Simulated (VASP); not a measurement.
# As (Pm-3m) in VASP: a series of runs, part 2 of 2

VASP 6.6.1.

## 5. Single point, PBEsol, collinear spin, ferromagnetic start

This run uses another cell than the first one, of 19.54 Å³/atom, 1.115 times its volume.

File INCAR:

```
SYSTEM = As
PREC = Accurate ; ENCUT = 520
EDIFF = 1E-6 ; ISMEAR = -4
SIGMA = 0.1 ; LREAL = .False.
LASPH = .True. ; NELM = 150
ALGO = Normal ; ISIF = 2
LWAVE = .False. ; LCHARG = .False.
ISPIN = 2 ; MAGMOM = 2
LORBIT = 11 ; GGA = PS
NBANDS = 12
```

File KPOINTS:

```
regular mesh
0
Gamma
  14 14 14
  0 0 0
```

File POSCAR:

```
As
1.0
    2.6935605239      0.0000000000      0.0000000000
    0.0000000000      2.6935605239      0.0000000000
    0.0000000000      0.0000000000      2.6935605239
As
1
Direct
    0.0000000000      0.0000000000      0.0000000000
```

Potentials or basis: VASP PAW PBE potentials, release 64 (As).

Run with:

```
$ cat potpaw_PBE.64/As/POTCAR > POTCAR
$ mpirun -np 1 vasp_std > vasp.out
```

OUTCAR:

```text
SYSTEM = As
   PREC = Accurate
   ENCUT = 520
   EDIFF = 1E-6
   ISMEAR = -4
   LREAL = .False.
   LASPH = .True.
   NELM = 150
   ISIF = 2
   ISPIN = 2
   LORBIT = 11
   GGA = PS

 ion  position               nearest neighbor table
   1  0.000  0.000  0.000-

  LATTYP: Found a simple cubic cell.
 ALAT       =     2.6935605239

  Lattice vectors:

 A1 = (   2.6935605239,   0.0000000000,   0.0000000000)
 A2 = (   0.0000000000,   2.6935605239,   0.0000000000)
 A3 = (   0.0000000000,   0.0000000000,   2.6935605239)

Analysis of symmetry for initial positions (statically):
=====================================================================
 Subroutine PRICEL returns:
 Original cell was already a primitive cell.

 Routine SETGRP: Setting up the symmetry group for a
 simple cubic supercell.

 Subroutine GETGRP returns: Found 48 space group operations
 (whereof 48 operations were pure point group operations)
 out of a pool of 48 trial point group operations.

The static configuration has the point symmetry O_h .

Analysis of symmetry for dynamics (positions and initial velocities):
=====================================================================
 Subroutine PRICEL returns:
 Original cell was already a primitive cell.

 Routine SETGRP: Setting up the symmetry group for a
 simple cubic supercell.

 Subroutine GETGRP returns: Found 48 space group operations
 (whereof 48 operations were pure point group operations)
 out of a pool of 48 trial point group operations.

The dynamic configuration has the point symmetry O_h .

Analysis of structural, dynamic, and magnetic symmetry:
=====================================================================
 Subroutine PRICEL returns:
 Original cell was already a primitive cell.

 Routine SETGRP: Setting up the symmetry group for a
 simple cubic supercell.

 Subroutine GETGRP returns: Found 48 space group operations
 (whereof 48 operations were pure point group operations)
 out of a pool of 48 trial point group operations.

The overall configuration has the point symmetry O_h .

 Subroutine INISYM returns: Found 48 space group operations
 (whereof 48 operations are pure point group operations),
 and found     1 'primitive' translations

----------------------------------------------------------------------------------------

                                     Primitive cell

  volume of cell :      19.5425

  direct lattice vectors                    reciprocal lattice vectors
     2.693560524  0.000000000  0.000000000     0.371255812  0.000000000  0.000000000
     0.000000000  2.693560524  0.000000000     0.000000000  0.371255812  0.000000000
     0.000000000  0.000000000  2.693560524     0.000000000  0.000000000  0.371255812

  length of vectors
     2.693560524  2.693560524  2.693560524     0.371255812  0.371255812  0.371255812

  position of ions in fractional coordinates (direct lattice)
     0.000000000  0.000000000  0.000000000

  ion indices of the primitive-cell ions
   primitive index   ion index
                 1           1

----------------------------------------------------------------------------------------

 KPOINTS: regular mesh

Automatic generation of k-mesh.
 Grid dimensions read from file:
 generate k-points for:   14   14   14

 Generating k-lattice:

[... 66 lines left out ...]
   NSW    =      0    number of steps for IOM
   IBRION =     -1    ionic relax: 0-MD 1-quasi-New 2-CG
   NFREE  =      0    steps in history (QN), initial steepest desc. (CG)
   ISIF   =      2    stress and relaxation
   ISYM   =      2    0-nonsym 1-usesym 2-fastsym
   POTIM  = 0.5000    time-step for ionic-motion
   TEBEG  =    0.0;   TEEND  =   0.0 temperature during run
   PSTRESS=    0.0 pullay stress
   NELECT =       5.0000    total number of electrons
   NUPDOWN=      -1.0000    fix difference up-down
   EMIN   =  10.00;   EMAX   =-10.00  energy-range for DOS
   EFERMI =   0.00;   METHOD = LEGACY
   ISMEAR =    -4;   SIGMA  =   0.10  broadening in eV -4-tet -1-fermi 0-gaus
   EFERMI_NEDOS =   21; number of points for ismear=-14 and -15
   IALGO  =     38    algorithm
   IMIX   =      4    mixing-type and parameters
     AMIX     =   0.40;   BMIX     =  1.00
     AMIX_MAG =   1.60;   BMIX_MAG =  1.00
  volume/ion in A,a.u.               =      19.54       131.88
  Fermi-wavevector in a.u.,A,eV,Ry     =   1.039293  1.963979 14.696066  1.080130
  Thomas-Fermi vector in A             =   2.173817
   LORBIT       =     11    0 simple, 1 ext, 2 COOP (PROOUT), +10 PAW based schemes
   GGA     = PS    functional components
   LHFCALC =     F    Hartree Fock is set to
   AEXX    =    0.0000 exact exchange contribution
   IVDW    =     0    specifies the selected vdW correction
   LEPSILON=     F    determine dielectric tensor
   LRPA    =     F    only Hartree local field effects (RPA)
 spin polarized calculation
 Fermi weights with tetrahedron method witout Bloechl corrections
  energy-cutoff  :      520.00
  volume of cell :       19.54
 maximum number of plane-waves:       552
   NGX = 11   NGY = 11   NGZ = 11

 number of electron       5.0000001 magnetization       0.0004427

 number of electron       5.0000001 magnetization      -0.0000564

 Free energy of the ion-electron system (eV)
  ---------------------------------------------------
  ext. energy  EPLUGINS =         0.00000000
  ---------------------------------------------------
  free energy    TOTEN  =        -4.92902294 eV

  energy without entropy =       -4.92902294  energy(sigma->0) =       -4.92902294

 E-fermi :   5.9839     XC(G=0): -10.6038

 val. band max:        6.0542788206   @ k =   0.5000   0.2857   0.2857
 cond. band min:       5.4925692604   @ k =   0.3571   0.3571   0.3571
 fundamental gap:     -0.5617095602
 Fermi energy:         5.9838595853

 spin component 1

 k-point     1 :       0.0000    0.0000    0.0000
  band No.  band energies     occupation
      1      -9.1544      1.00000
      2      10.1307      0.00000
      3      10.1307      0.00000
      4      10.1307      0.00000
      5      14.4535      0.00000
      6      14.4535      0.00000
      7      16.4396      0.00000
      8      31.0304      0.00000
      9      31.0304      0.00000
     10      31.0304      0.00000
     11      33.1128      0.00000
     12      33.1128      0.00000
[... 333 lines left out ...]
      1      -6.1184      1.00000
      2       1.5126      1.00000
      3       6.5146      0.26609
      4      12.5811      0.00000
      5      14.9269      0.00000
      6      18.3385      0.00000
      7      22.7981      0.00000
      8      23.5635      0.00000
      9      25.1410      0.00000
     10      27.1384      0.00000
     11      28.9512      0.00000
     12      31.3155      0.00000

 [... further k-points ...]

 spin component 2

 k-point     1 :       0.0000    0.0000    0.0000
  band No.  band energies     occupation
      1      -9.1545      1.00000
      2      10.1307      0.00000
      3      10.1307      0.00000
      4      10.1307      0.00000
      5      14.4536      0.00000
      6      14.4536      0.00000
      7      16.4395      0.00000
      8      31.0302      0.00000
      9      31.0302      0.00000
     10      31.0302      0.00000
     11      33.1129      0.00000
     12      33.1129      0.00000
[... 333 lines left out ...]
      1      -6.1184      1.00000
      2       1.5126      1.00000
      3       6.5146      0.26610
      4      12.5810      0.00000
      5      14.9269      0.00000
      6      18.3386      0.00000
      7      22.7980      0.00000
      8      23.5635      0.00000
      9      25.1411      0.00000
     10      27.1383      0.00000
     11      28.9512      0.00000
     12      31.3156      0.00000

 [... further k-points ...]
[... 5 lines left out ...]
  --------------------------------------------------------------------------------------
  -------------------------------------------------------------------------------------
  Total        0.0382432      0.0382432      0.0382432      0.0000000      0.0000000     -0.0000000
  in kB        3.1353373      3.1353373      3.1353373      0.0000000      0.0000000     -0.0000000
  external PRESSURE =       3.1353373 kB  Pullay stress =       0.0000000 kB

 VOLUME and BASIS-vectors are now :
 -----------------------------------------------------------------------------
  energy-cutoff  :      520.00
  volume of cell :       19.54
      direct lattice vectors                 reciprocal lattice vectors
     2.693560524  0.000000000  0.000000000     0.371255812  0.000000000  0.000000000
     0.000000000  2.693560524  0.000000000     0.000000000  0.371255812  0.000000000
     0.000000000  0.000000000  2.693560524     0.000000000  0.000000000  0.371255812

 POSITION                                       TOTAL-FORCE (eV/Angst)
 -----------------------------------------------------------------------------------
      0.00000      0.00000      0.00000         0.000000      0.000000      0.000000
 -----------------------------------------------------------------------------------
    total drift:                                0.000000     -0.000000      0.000000

  FREE ENERGIE OF THE ION-ELECTRON SYSTEM (eV)
  ---------------------------------------------------
  free  energy   TOTEN  =        -4.9290229380 eV

  energy  without entropy=       -4.9290229380  energy(sigma->0) =       -4.92902294

 total charge

# of ion       s       p       d       tot
------------------------------------------
    1        1.294   1.334   0.058   2.686

 magnetization (x)

# of ion       s       p       d       tot
------------------------------------------
    1        0.000  -0.000   0.000  -0.000
```

OSZICAR:

```text
N       E                     dE             d eps       ncg     rms          rms(c)
DAV:   1     0.567368050980E+01    0.56737E+01   -0.20296E+03  5760   0.318E+02
DAV:   2    -0.399367587922E+01   -0.96674E+01   -0.94612E+01  7376   0.633E+01
DAV:   3    -0.420349947964E+01   -0.20982E+00   -0.20947E+00  7292   0.683E+00
DAV:   4    -0.420379585969E+01   -0.29638E-03   -0.29637E-03  6508   0.306E-01
DAV:   5    -0.420379610830E+01   -0.24860E-06   -0.24868E-06  7140   0.894E-03    0.486E+00
DAV:   6    -0.492025230668E+01   -0.71646E+00   -0.37039E-02  6108   0.103E+00    0.167E+00
DAV:   7    -0.492922190589E+01   -0.89696E-02   -0.65574E-03  6448   0.362E-01    0.950E-01
DAV:   8    -0.492902164934E+01    0.20026E-03   -0.41821E-04  6500   0.961E-02    0.468E-01
DAV:   9    -0.492899603058E+01    0.25619E-04   -0.17947E-04  6508   0.665E-02    0.403E-02
DAV:  10    -0.492901981468E+01   -0.23784E-04   -0.61923E-05  6344   0.331E-02    0.229E-02
DAV:  11    -0.492902245714E+01   -0.26425E-05   -0.65236E-06  6756   0.119E-02    0.362E-03
DAV:  12    -0.492902293802E+01   -0.48088E-06   -0.69818E-07  6340   0.487E-03
   1 F= -.49290229E+01 E0= -.49290229E+01  d E =0.000000E+00  mag=     0.0000
```

stdout:

```text
POSCAR found type information on POSCAR As
 POSCAR found :  1 types and       1 ions
 scaLAPACK will be used
 -----------------------------------------------------------------------------
|                                                                             |
[... 23 lines left out ...]
|     occupations, so forces and stress will be inaccurate. We suggest        |
|     using a different smearing scheme ISMEAR = 1 or 2 for metals in         |
|     relaxations.                                                            |
|                                                                             |
 -----------------------------------------------------------------------------
```

Wall time 65 s (1 thread of AMD EPYC, shared host); peak memory 0.13 GiB.

Results:

```yaml
Free_energy: -4.9290 eV
Pressure: 0.3 GPa
Net_moment: 0.00 μB per cell
Valence_electrons_inside_the_program's_atomic_spheres: As 2.69
```

Caveat: the PAW data sets were made with another functional, which shifts forces and pressure a little.

## 6. Summary

| task | spin | cell | cutoff (eV) | smearing | gap on the mesh (eV) | pressure (GPa) |
| --- | --- | --- | --- | --- | --- | --- |
| single point | off | a = 2.598 Å, 1 atom | 520 | fermi-dirac 0.05 eV | none | 12.0 |
| single point | off | a = 2.690 Å, 1 atom | 520 | fermi-dirac 0.05 eV | none | 0.3 |
| relaxation of cell and atoms | off | relaxed from a = 2.738 Å, 1 atom | 600 | fermi-dirac 0.05 eV | none | 0.0 |
| single point | collinear, ferromagnetic start | a = 2.694 Å, 1 atom | 520 | tetrahedron | none | 0.3 |

Alike in all rows: level PBEsol; potentials or basis VASP PAW PBE potentials, release 64 (As); k mesh 14 × 14 × 14.

Caveats: the PAW data sets were made with another functional, which shifts forces and pressure a little.

Absolute energies hang on the potentials; compare differences alone.
